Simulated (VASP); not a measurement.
# SiC (zincblende type) (F-43m) in VASP: notebook

SiC (zincblende type) is run at these levels: PBE; tasks: single point.

Program: VASP 6.6.1. These are calculated values, not measurements. Logs are shortened: lines on timing, memory, paths and dates and some standing lists are left out, and cuts for length are marked.

### Step 1. The cell of the first run

It takes space group F-43m (No. 216, cubic). The conventional cell has a = 4.381 Å, b = 4.381 Å, c = 4.381 Å, α = 90.00°, β = 90.00°, γ = 90.00°. Within 2.5 Å of Si (site symmetry -43m) lie 4 C at 1.90 Å. Within 2.5 Å of C (site symmetry -43m) lie 4 Si at 1.90 Å.

### Step 2. Single point, PBE

Input file INCAR:

```
SYSTEM = SiC
PREC = Accurate ; ENCUT = 520
EDIFF = 1E-7 ; ISMEAR = -1
SIGMA = 0.08 ; LREAL = .False.
LASPH = .True. ; NELM = 80
ALGO = Normal ; ISIF = 2
LWAVE = .False. ; LCHARG = .False.
GGA = PE ; NBANDS = 11
```

Input file KPOINTS:

```
regular mesh
0
Gamma
  15 15 15
  0 0 0
```

Input file POSCAR:

```
SiC
1.0
    0.0000000000      2.1904732656      2.1904732656
    2.1904732656      0.0000000000      2.1904732656
    2.1904732656      2.1904732656      0.0000000000
Si C
1 1
Direct
    0.0000000000      0.0000000000      0.0000000000
    0.2500000000      0.2500000000      0.2500000000
```

Potentials or basis: VASP PAW PBE potentials, release 64 (Si, C).

The run is started by

```bash
cat potpaw_PBE.64/Si/POTCAR potpaw_PBE.64/C/POTCAR > POTCAR
mpirun -np 1 vasp_std > vasp.out
```

OUTCAR:

```text
SYSTEM = SiC
   PREC = Accurate
   ENCUT = 520
   EDIFF = 1E-7
   ISMEAR = -1
   LREAL = .False.
   LASPH = .True.
   NELM = 80
   ISIF = 2
   GGA = PE

 ion  position               nearest neighbor table
   1  0.000  0.000  0.000-   2 1.90   2 1.90   2 1.90   2 1.90
   2  0.250  0.250  0.250-   1 1.90   1 1.90   1 1.90   1 1.90

  LATTYP: Found a face centered cubic cell.
 ALAT       =     4.3809465312

  Lattice vectors:

 A1 = (   0.0000000000,   2.1904732656,   2.1904732656)
 A2 = (   2.1904732656,   0.0000000000,   2.1904732656)
 A3 = (   2.1904732656,   2.1904732656,   0.0000000000)

Analysis of symmetry for initial positions (statically):
=====================================================================
 Subroutine PRICEL returns:
 Original cell was already a primitive cell.

 Routine SETGRP: Setting up the symmetry group for a
 face centered cubic supercell.

 Subroutine GETGRP returns: Found 24 space group operations
 (whereof 24 operations were pure point group operations)
 out of a pool of 48 trial point group operations.

The static configuration has the point symmetry T_d .

Analysis of symmetry for dynamics (positions and initial velocities):
=====================================================================
 Subroutine PRICEL returns:
 Original cell was already a primitive cell.

 Routine SETGRP: Setting up the symmetry group for a
 face centered cubic supercell.

 Subroutine GETGRP returns: Found 24 space group operations
 (whereof 24 operations were pure point group operations)
 out of a pool of 48 trial point group operations.

The dynamic configuration has the point symmetry T_d .

 Subroutine INISYM returns: Found 24 space group operations
 (whereof 24 operations are pure point group operations),
 and found     1 'primitive' translations

----------------------------------------------------------------------------------------

                                     Primitive cell

  volume of cell :      21.0205

  direct lattice vectors                    reciprocal lattice vectors
     0.000000000  2.190473266  2.190473266    -0.228261174  0.228261174  0.228261174
     2.190473266  0.000000000  2.190473266     0.228261174 -0.228261174  0.228261174
     2.190473266  2.190473266  0.000000000     0.228261174  0.228261174 -0.228261174

  length of vectors
     3.097797000  3.097797000  3.097797000     0.395359951  0.395359951  0.395359951

  position of ions in fractional coordinates (direct lattice)
     0.000000000  0.000000000  0.000000000
     0.250000000  0.250000000  0.250000000

  ion indices of the primitive-cell ions
   primitive index   ion index
                 1           1
                 2           2

----------------------------------------------------------------------------------------

 KPOINTS: regular mesh

Automatic generation of k-mesh.
 Grid dimensions read from file:
 generate k-points for:   15   15   15

 Generating k-lattice:

  Cartesian coordinates                     Fractional coordinates (reciprocal lattice)
    -0.015217412  0.015217412  0.015217412     0.066666667  0.000000000  0.000000000
     0.015217412 -0.015217412  0.015217412     0.000000000  0.066666667  0.000000000
     0.015217412  0.015217412 -0.015217412     0.000000000  0.000000000  0.066666667

  Length of vectors
     0.026357330  0.026357330  0.026357330

  Shift w.r.t. Gamma in fractional coordinates (k-lattice)
     0.000000000  0.000000000  0.000000000

 Subroutine IBZKPT returns following result:
 ===========================================

 Found    120 irreducible k-points:

 Following reciprocal coordinates:
            Coordinates               Weight
  0.000000  0.000000  0.000000      1.000000
  0.066667  0.000000  0.000000      8.000000
  0.133333  0.000000  0.000000      8.000000
  0.200000  0.000000  0.000000      8.000000
  0.266667  0.000000  0.000000      8.000000
  0.333333  0.000000  0.000000      8.000000
[... 16 lines left out ...]
  0.133333  0.133333  0.000000      6.000000
  0.200000  0.133333  0.000000     24.000000
 [... further k-points ...]
   k-points           NKPTS =    120   k-points in BZ     NKDIM =    120   number of bands    NBANDS=     11
   number of dos      NEDOS =    301   number of ions     NIONS =      2
   total plane-waves  NPLWV =  13824
   dimension x,y,z NGX =    24 NGY =   24 NGZ =   24
   dimension x,y,z NGXF=    48 NGYF=   48 NGZF=   48
   ions per type =               1   1
   NGX,Y,Z   is equivalent  to a cutoff of  12.88, 12.88, 12.88 a.u.
   NGXF,Y,Z  is equivalent  to a cutoff of  25.76, 25.76, 25.76 a.u.
 SYSTEM =  SiC
   PREC   = accura    normal or accurate (medium, high low for compatibility)
   ISTART =      0    job   : 0-new  1-cont  2-samecut
   ICHARG =      2    charge: 1-file 2-atom 10-const
   ISPIN  =      1    spin polarized calculation?
   LNONCOLLINEAR =      F non collinear calculations
   LSORBIT =      F    spin-orbit coupling
   LASPH  =      T    aspherical Exc in radial PAW
   ENCUT  =  520.0 eV  38.22 Ry    6.18 a.u.   5.76  5.76  5.76*2*pi/ulx,y,z
   NELM   =     80;   NELMIN=  2; NELMDL= -5     # of ELM steps
   EDIFF  = 0.1E-06   stopping-criterion for ELM
   LREAL  =      F    real-space projection
   EDIFFG = 0.1E-05   stopping-criterion for IOM
   NSW    =      0    number of steps for IOM
   IBRION =     -1    ionic relax: 0-MD 1-quasi-New 2-CG
   NFREE  =      0    steps in history (QN), initial steepest desc. (CG)
   ISIF   =      2    stress and relaxation
   ISYM   =      2    0-nonsym 1-usesym 2-fastsym
   POTIM  = 0.5000    time-step for ionic-motion
   TEBEG  =    0.0;   TEEND  =   0.0 temperature during run
   PSTRESS=    0.0 pullay stress
   NELECT =       8.0000    total number of electrons
   NUPDOWN=      -1.0000    fix difference up-down
   EMIN   =  10.00;   EMAX   =-10.00  energy-range for DOS
   EFERMI =   0.00;   METHOD = LEGACY
   ISMEAR =    -1;   SIGMA  =   0.08  broadening in eV -4-tet -1-fermi 0-gaus
   EFERMI_NEDOS =   21; number of points for ismear=-14 and -15
   IALGO  =     38    algorithm
   IMIX   =      4    mixing-type and parameters
     AMIX     =   0.40;   BMIX     =  1.00
     AMIX_MAG =   1.60;   BMIX_MAG =  1.00
  volume/ion in A,a.u.               =      10.51        70.93
  Fermi-wavevector in a.u.,A,eV,Ry     =   1.186379  2.241932 19.150142  1.407496
  Thomas-Fermi vector in A             =   2.322553
   LORBIT       =      0    0 simple, 1 ext, 2 COOP (PROOUT), +10 PAW based schemes
   GGA     = PE    functional components
   LHFCALC =     F    Hartree Fock is set to
   AEXX    =    0.0000 exact exchange contribution
   IVDW    =     0    specifies the selected vdW correction
   LEPSILON=     F    determine dielectric tensor
   LRPA    =     F    only Hartree local field effects (RPA)
 non-spin polarized calculation
  energy-cutoff  :      520.00
  volume of cell :       21.02
 maximum number of plane-waves:       578
   NGX = 11   NGY = 11   NGZ = 11

 number of electron       8.0000001 magnetization

 Free energy of the ion-electron system (eV)
  ---------------------------------------------------
  ext. energy  EPLUGINS =         0.00000000
  ---------------------------------------------------
  free energy    TOTEN  =       -15.06097352 eV

  energy without entropy =      -15.06097154  energy(sigma->0) =      -15.06097253

 E-fermi :   8.6993     XC(G=0): -11.2875

 val. band max:        7.9309406131   @ k =   0.0000   0.0000   0.0000
 cond. band min:       9.3539482373   @ k =   0.4667   0.4667   0.0000
 fundamental gap:      1.4230076242
 Fermi energy:         8.6993266493

 k-point     1 :       0.0000    0.0000    0.0000
  band No.  band energies     occupation
      1      -7.3491      2.00000
      2       7.9309      1.99987
      3       7.9309      1.99987
      4       7.9309      1.99987
      5      13.9805      0.00000
      6      15.1299      0.00000
      7      15.1299      0.00000
      8      15.1299      0.00000
      9      22.3460      0.00000
     10      22.3460      0.00000
     11      24.1686      0.00000

 k-point     2 :       0.0667    0.0000    0.0000
  band No.  band energies     occupation
      1      -7.2632      2.00000
      2       7.4505      2.00000
      3       7.8693      1.99994
      4       7.8693      1.99994
      5      14.1794      0.00000
      6      15.1964      0.00000
      7      15.2449      0.00000
      8      15.2449      0.00000
      9      21.8172      0.00000
     10      21.8172      0.00000
     11      24.2393      0.00000

 k-point     3 :       0.1333    0.0000    0.0000
  band No.  band energies     occupation
      1      -7.0071      2.00000
      2       6.2832      2.00000
      3       7.7064      1.99999
      4       7.7064      1.99999
      5      14.2353      0.00000
      6      15.5146      0.00000
      7      15.5146      0.00000
      8      15.7213      0.00000
      9      21.0658      0.00000
     10      21.0658      0.00000
     11      23.7835      0.00000

 k-point     4 :       0.2000    0.0000    0.0000
  band No.  band energies     occupation
      1      -6.5862      2.00000
      2       4.8200      2.00000
      3       7.4919      2.00000
      4       7.4919      2.00000
      5      13.9954      0.00000
      6      15.7335      0.00000
      7      15.7335      0.00000
      8      16.5681      0.00000
      9      20.7529      0.00000
     10      20.7529      0.00000
     11      23.1992      0.00000
[... 239 lines left out ...]
 k-point    22 :      -0.0667    0.0667    0.0000
  band No.  band energies     occupation
      1      -7.1206      2.00000
      2       6.9148      2.00000
      3       7.4744      2.00000
      4       7.9031      1.99990
      5      14.4222      0.00000
      6      15.0621      0.00000
      7      15.2716      0.00000
      8      15.8123      0.00000
      9      20.8163      0.00000
     10      21.7143      0.00000
     11      24.6766      0.00000

 k-point    23 :       0.1333    0.1333    0.0000
  band No.  band energies     occupation
      1      -6.8930      2.00000
      2       6.6802      2.00000
      3       7.1620      2.00000
      4       7.1620      2.00000
      5      13.9046      0.00000
      6      15.0400      0.00000
      7      16.3015      0.00000
      8      16.3015      0.00000
      9      19.1734      0.00000
     10      22.8618      0.00000
     11      25.8893      0.00000

 k-point    24 :       0.2000    0.1333    0.0000
  band No.  band energies     occupation
      1      -6.5833      2.00000
      2       5.6851      2.00000
      3       6.8536      2.00000
      4       7.0203      2.00000
      5      13.5734      0.00000
      6      15.1941      0.00000
      7      16.6579      0.00000
      8      16.7767      0.00000
      9      18.9268      0.00000
     10      22.8408      0.00000
     11      25.5565      0.00000

 [... further k-points ...]

------------------------ aborting loop because EDIFF is reached ----------------------------------------

  FORCE on cell =-STRESS in cart. coord.  units (eV):
  Direction    XX          YY          ZZ          XY          YZ          ZX
  --------------------------------------------------------------------------------------
  -------------------------------------------------------------------------------------
  Total       -0.0297043     -0.0297043     -0.0297043      0.0000000      0.0000000      0.0000000
  in kB       -2.2640468     -2.2640468     -2.2640468      0.0000000      0.0000000      0.0000000
  external PRESSURE =      -2.2640468 kB  Pullay stress =       0.0000000 kB

 VOLUME and BASIS-vectors are now :
 -----------------------------------------------------------------------------
  energy-cutoff  :      520.00
  volume of cell :       21.02
      direct lattice vectors                 reciprocal lattice vectors
     0.000000000  2.190473266  2.190473266    -0.228261174  0.228261174  0.228261174
     2.190473266  0.000000000  2.190473266     0.228261174 -0.228261174  0.228261174
     2.190473266  2.190473266  0.000000000     0.228261174  0.228261174 -0.228261174

 POSITION                                       TOTAL-FORCE (eV/Angst)
 -----------------------------------------------------------------------------------
      0.00000      0.00000      0.00000        -0.000000     -0.000000     -0.000000
      1.09524      1.09524      1.09524         0.000000      0.000000      0.000000
 -----------------------------------------------------------------------------------
    total drift:                                0.000000      0.000000      0.000000

  FREE ENERGIE OF THE ION-ELECTRON SYSTEM (eV)
  ---------------------------------------------------
  free  energy   TOTEN  =       -15.0609735246 eV

  energy  without entropy=      -15.0609715368  energy(sigma->0) =      -15.06097253
```

Run time: 25 s. Hardware: 1 thread of Intel Xeon 8259CL, shared host; peak memory 0.15 GiB.

Results:

- Free energy: -15.0610 eV
- Pressure: -0.2 GPa
- Band gap on the k mesh: 1.42 eV (least direct gap 4.55 eV)

Levels at points of the mesh, in eV from the valence-band top:
| k point | band 1 | band 2 | band 3 | band 4 | band 5 | band 6 | band 7 | band 8 |
| --- | --- | --- | --- | --- | --- | --- | --- | --- |
| (0.00, 0.00, 0.00) | -15.28 | 0.00 | 0.00 | 0.00 | 6.05 | 7.20 | 7.20 | 7.20 |

Caveat: an odd mesh through Γ misses points on the zone boundary, where band edges can lie.

### Step 3. Single point, PBE

Input file INCAR:

```
ALGO     = Normal         # electronic algorithm
EDIFF    = 1E-7           # SCF threshold, eV
ENCUT    = 520            # plane-wave cutoff, eV
GGA      = PE             # functional
ISIF     = 2              # what is computed and relaxed
ISMEAR   = -1             # smearing method
LASPH    = T              # aspherical terms in the spheres
LCHARG   = T              # write CHGCAR
LELF     = T              # ELF
LREAL    = F              # projectors in reciprocal space
LVHAR    = T            
LWAVE    = F              # write WAVECAR
NBANDS   = 11             # bands
NELM     = 60             # most SCF steps
PREC     = Accurate       # precision mode
SIGMA    = 0.08           # smearing width, eV
```

Input file KPOINTS:

```
k-points
0
Gamma
  15 15 15
```

POSCAR is that of step 2.

Potentials or basis: VASP PAW PBE potentials, release 64 (Si, C).

The run is started by

```bash
cat potpaw_PBE.64/Si/POTCAR potpaw_PBE.64/C/POTCAR > POTCAR
mpirun -np 1 vasp_std > vasp.out
```

It took 35 s on 1 thread of Intel Xeon 8259CL, shared host; peak memory 0.15 GiB.

Results (log left out):

* Free energy: -15.0610 eV
* Pressure: -0.2 GPa
* Band gap on the k mesh: 1.42 eV (least direct gap 4.55 eV)

Levels at points of the mesh, in eV from the valence-band top:
```csv
k point,band 1,band 2,band 3,band 4,band 5,band 6,band 7,band 8,band 9
"(0.00, 0.00, 0.00)",-15.28,0.00,0.00,0.00,6.05,7.20,7.20,7.20,14.42
```

Caveat: an odd mesh through Γ misses points on the zone boundary, where band edges can lie.
